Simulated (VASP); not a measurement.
# Si (P6_3/mmc) in VASP: notebook, part 2 of 2

VASP 6.6.1.

### 5 Single point, LDA (c/a of the conventional cell at fixed volume 1.3233)

Input file INCAR:

```
PREC = Accurate
ENCUT = 520
EDIFF = 1E-7
ISMEAR = 0
SIGMA = 0.03
LREAL = False
LASPH = True
NELM = 80
ALGO = Normal
ISIF = 2
LWAVE = False
LCHARG = True
GGA = CA
LELF = True
LVHAR = True
NBANDS = 16
```

Input file KPOINTS:

```
regular mesh
0
Gamma
  12 12 6
```

Input file POSCAR:

```
Si
1.0
    4.0952913888      0.0000000000      0.0000000000
   -2.0476456944      3.5466263786      0.0000000000
    0.0000000000      0.0000000000      5.4192990949
Si
4
Direct
    0.3333333333      0.6666666667      0.0487246481
    0.6666666667      0.3333333333      0.5487246481
    0.3333333333      0.6666666667      0.4512753519
    0.6666666667      0.3333333333      0.9512753519
```

Potentials or basis: VASP PAW LDA potentials, release 64 (Si).

Run with:

```sh
> cat potpaw_LDA.64/Si/POTCAR > POTCAR
> mpirun -np 1 vasp_std > vasp.out
```

OUTCAR:

```text
PREC = Accurate
   ENCUT = 520
   EDIFF = 1E-7
   ISMEAR = 0
   LREAL = False
   LASPH = True
   NELM = 80
   ISIF = 2
   GGA = CA

 ion  position               nearest neighbor table
   1  0.333  0.667  0.049-   3 2.18   4 2.42   4 2.42   4 2.42
   2  0.667  0.333  0.549-   4 2.18   3 2.42   3 2.42   3 2.42
   3  0.333  0.667  0.451-   1 2.18   2 2.42   2 2.42   2 2.42
   4  0.667  0.333  0.951-   2 2.18   1 2.42   1 2.42   1 2.42

  LATTYP: Found a hexagonal cell.
 ALAT       =     4.0952913888
 C/A-ratio  =     1.3233000000

  Lattice vectors:

 A1 = (   4.0952913888,   0.0000000000,   0.0000000000)
 A2 = (  -2.0476456944,   3.5466263786,   0.0000000000)
 A3 = (   0.0000000000,   0.0000000000,   5.4192990949)

Analysis of symmetry for initial positions (statically):
=====================================================================
 Subroutine PRICEL returns:
 Original cell was already a primitive cell.

 Routine SETGRP: Setting up the symmetry group for a
 hexagonal supercell.

 Subroutine GETGRP returns: Found 24 space group operations
 (whereof 12 operations were pure point group operations)
[... 166 lines left out ...]
  free energy    TOTEN  =       -22.41805214 eV

  energy without entropy =      -22.41680554  energy(sigma->0) =      -22.41742884

 E-fermi :   5.7588     XC(G=0):  -9.6624

 val. band max:        5.7508393752   @ k =   0.4167   0.0833   0.0000
 cond. band min:       5.7694102132   @ k =   0.3333   0.0000   0.1667
 fundamental gap:      0.0185708381
 Fermi energy:         5.7587710830

 k-point     1 :       0.0000    0.0000    0.0000
  band No.  band energies     occupation
      1      -6.2241      2.00000
      2      -2.2988      2.00000
      3      -0.8944      2.00000
      4       3.4467      2.00000
      5       3.4467      2.00000
      6       4.4424      2.00000
[... 433 lines left out ...]
      3      -1.1278      2.00000
      4       1.6760      2.00000
      5       1.8364      2.00000
      6       2.5599      2.00000
[... 8 lines left out ...]
     15      12.4572      0.00000
     16      13.2629      0.00000

 [... further k-points ...]
[... 5 lines left out ...]
  --------------------------------------------------------------------------------------
  -------------------------------------------------------------------------------------
  Total       -5.6000641     -5.6000641     14.5191760      0.0000000      0.0000000      0.0000000
  in kB     -113.9882830   -113.9882830    295.5351779      0.0000000      0.0000000      0.0000000
  external PRESSURE =      22.5195373 kB  Pullay stress =       0.0000000 kB

 VOLUME and BASIS-vectors are now :
 -----------------------------------------------------------------------------
  energy-cutoff  :      520.00
  volume of cell :       78.71
      direct lattice vectors                 reciprocal lattice vectors
     4.095291389  0.000000000  0.000000000     0.244182869  0.140979045  0.000000000
    -2.047645694  3.546626379  0.000000000     0.000000000  0.281958090  0.000000000
     0.000000000  0.000000000  5.419299095     0.000000000  0.000000000  0.184525708

 POSITION                                       TOTAL-FORCE (eV/Angst)
 -----------------------------------------------------------------------------------
     -0.00000      2.36442      0.26405        -0.000000      0.000000     -1.227539
      2.04765      1.18221      2.97370         0.000000     -0.000000     -1.227539
     -0.00000      2.36442      2.44560        -0.000000      0.000000      1.227539
      2.04765      1.18221      5.15525         0.000000     -0.000000      1.227539
 -----------------------------------------------------------------------------------
    total drift:                                0.000000     -0.000000      0.000000

  FREE ENERGIE OF THE ION-ELECTRON SYSTEM (eV)
  ---------------------------------------------------
  free  energy   TOTEN  =       -22.4180521368 eV

  energy  without entropy=      -22.4168055381  energy(sigma->0) =      -22.41742884
```

stdout:

```text
POSCAR found type information on POSCAR Si
 POSCAR found :  1 types and       4 ions
 scaLAPACK will be used
 LDA part: xc-table for (Slater(with rela. corr.)+CA(PZ))
 , standard interpolation
 POSCAR, INCAR and KPOINTS ok, starting setup
 FFT: planning ... GRIDC
 FFT: planning ... GRID_SOFT
 FFT: planning ... GRID
 WAVECAR not read
 entering main loop
```

Run time: 73 s. Hardware: 1 thread of Intel Xeon Platinum 8488C (Sapphire Rapids), shared host; peak memory 0.18 GiB.

What came out:

- Free energy: -22.4181 eV
- Pressure: 2.3 GPa
- Largest force: 1.228 eV/Å
- Band gap on the k mesh: zero (band 8 reaches 6.26 eV, above the bottom of band 9 at 5.23 eV)

Forces on the atoms (eV/Å):
```
Si   0.000  0.000 -1.228
Si   0.000  0.000 -1.228
Si   0.000  0.000  1.228
Si   0.000  0.000  1.228
```

Levels at points of the mesh, in eV from the Fermi level:
| k point | band 4 | band 5 | band 6 | band 7 | band 8 | band 9 | band 10 | band 11 | band 12 | band 13 |
| --- | --- | --- | --- | --- | --- | --- | --- | --- | --- | --- |
| (0.00, 0.00, 0.00) | -2.31 | -2.31 | -1.32 | 0.48 | 0.50 | 0.50 | 1.38 | 1.38 | 3.08 | 4.78 |
| (0.50, 0.00, 0.00) | -4.59 | -4.38 | -3.54 | -2.69 | -0.60 | -0.50 | 3.12 | 3.18 | 4.25 | 7.26 |
| (0.00, 0.00, 0.50) | -2.58 | -1.34 | -1.34 | -1.34 | -1.34 | 0.54 | 0.54 | 2.72 | 2.72 | 2.72 |
| (0.50, 0.00, 0.50) | -7.01 | -2.52 | -2.52 | -0.92 | -0.92 | 1.09 | 1.09 | 3.34 | 3.34 | 6.84 |

Caveat: forces of over 1 eV/Å act on the atoms, so gaps and moduli don't describe the material at rest.

### 6 Summary

| cell | gap on the mesh (eV) | pressure (GPa) | largest force (eV/Å) |
| --- | --- | --- | --- |
| a = 3.802, b = 3.802, c = 6.289 Å, angles 90.0, 90.0, 120.0°, 4 atoms | 0.27 | 0.1 | - |
| a = 3.578, b = 3.578, c = 7.101 Å, angles 90.0, 90.0, 120.0°, 4 atoms | none | 1.7 | 0.52 |
| a = 3.752, b = 3.752, c = 6.455 Å, angles 90.0, 90.0, 120.0°, 4 atoms | none | 1.6 | 4.75 |
| a = 4.095, b = 4.095, c = 5.419 Å, angles 90.0, 90.0, 120.0°, 4 atoms | none | 2.3 | 1.23 |

Alike in all rows: task single point; level LDA; potentials or basis VASP PAW LDA potentials, release 64 (Si); no spin polarisation; k mesh 12 × 12 × 6; cutoff (eV) 520; smearing gaussian 0.03 eV.

Caveats: forces of over 1 eV/Å act on the atoms, so gaps and moduli don't describe the material at rest (some runs).

Absolute energies hang on the potentials; compare differences alone.
